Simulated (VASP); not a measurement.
A run of VASP 6.6.1 is set up as follows.

File INCAR:

```
  ALGO = Normal
  EDIFF = 1E-6
  ENCUT = 600
  GGA = PE
  GGA_COMPAT = F
  ISIF = 2
  ISMEAR = -1
  LASPH = T
  LCHARG = T
  LELF = T
  LREAL = F
  LVHAR = T
  LWAVE = F
  NBANDS = 17
  NELM = 120
  PREC = Accurate
  SIGMA = 0.05
```

The input KPOINTS:

```
k-points
0
Gamma
  9 9 9
```

The input POSCAR:

```
GaF
1.0
    0.0000000000      2.5421322230      2.5421322230
    2.5421322230      0.0000000000      2.5421322230
    2.5421322230      2.5421322230      0.0000000000
Ga F
1 1
Direct
    0.2500000000      0.2500000000      0.2500000000
    0.0000000000      0.0000000000      0.0000000000
```

Potentials or basis: VASP PAW PBE potentials, release 64 (Ga_d, F).

Run with:

```console
$ cat potpaw_PBE.64/Ga_d/POTCAR potpaw_PBE.64/F/POTCAR > POTCAR
$ mpirun -np 1 vasp_std > vasp.out
```

Question: What does it give for the pressure?

Answer: 17.8 GPa.

Question: Predict the band gap on the k mesh.

Answer: 0.77 eV.

Caveat: the cell stands under pressure; semilocal functionals underestimate gaps, and a narrow one can read as zero; an odd mesh through Γ misses points on the zone boundary, where band edges can lie.
